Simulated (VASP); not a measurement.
GaN: relaxation of cell and atoms with LDA

The system is GaN.

```xyz
2
Lattice="0.0000 2.1340 2.1340 2.1340 0.0000 2.1340 2.1340 2.1340 0.0000" Properties=species:S:1:pos:R:3 pbc="T T T"
Ga    0.0000    0.0000    0.0000
N     2.1340    2.1340    2.1340
```

```yaml
Program: VASP 6.6.1
Task: relaxation of cell and atoms
Functional: LDA
Potentials_or_basis: VASP PAW LDA potentials, release 64 (Ga_d, N)
Cutoff: 600 eV
k_mesh: 10 × 10 × 10
Occupations: fermi-dirac, width 0.02 eV
Spin: no spin polarisation
Dipole_correction: no
Further_INCAR_settings: ALGO = Normal; EDIFF = 1e-06; IBRION = 2; EDIFFG = -0.005; NSW = 80; ISIF = 3
```

```yaml
Relaxed_volume: 9.18 Å³/atom
Relaxed_cell: a = 2.961 Å, b = 2.961 Å, c = 2.961 Å, α = 60.00°, β = 60.00°, γ = 60.00°
Space_group_after_relaxing_to_0.1_Å: Fm-3m (No. 225)
Energy_gained_by_relaxing: 21.8 meV/atom
Ionic_steps: 6
Pressure_after_relaxing: 0.0 GPa
Band_gap_on_the_k_mesh: 0.61 eV (least direct gap 3.18 eV)
```

Step by step:
```tsv
step	energy change (eV)	largest force (eV/Å)	pressure (GPa)	volume (Å³)
1	0.0000	0.0000	-12.41	19.44
2	0.0006	0.0000	15.33	17.39
3	-0.0436	0.0000	-0.15	18.38
4	-0.0436	0.0000	0.19	18.36
5	-0.0436	0.0000	-0.30	18.38
6	-0.0436	0.0000	0.04	18.37
```

Final structure:
```
CELL_PARAMETERS angstrom
0.00000 2.09409 2.09409
2.09409 0.00000 2.09409
2.09409 2.09409 0.00000
ATOMIC_POSITIONS crystal
Ga 0.00000 0.00000 0.00000
N 0.50000 0.50000 0.50000
```

Levels at points of the mesh, in eV from the valence-band top:
```
           k point  band 5  band 6  band 7  band 8  band 9  band 10  band 11  band 12  band 13
(0.00, 0.00, 0.00)  -13.96  -13.96   -0.53   -0.53   -0.53     2.65    14.84    14.84    14.84
(0.50, 0.00, 0.00)  -13.82  -13.82   -8.46   -0.14   -0.14     4.81     9.08     9.08     9.62
(0.50, 0.50, 0.00)  -13.76  -10.78   -7.37   -3.15   -3.15     0.61     7.82    12.07    14.65
```

Run time: 81 s on 1 thread of Intel Xeon 8259CL, on a shared host, peak memory 0.15 GiB.

Caveat: the structure was generated, so it needn't be the stable form of GaN. A k mesh can miss the band edges.
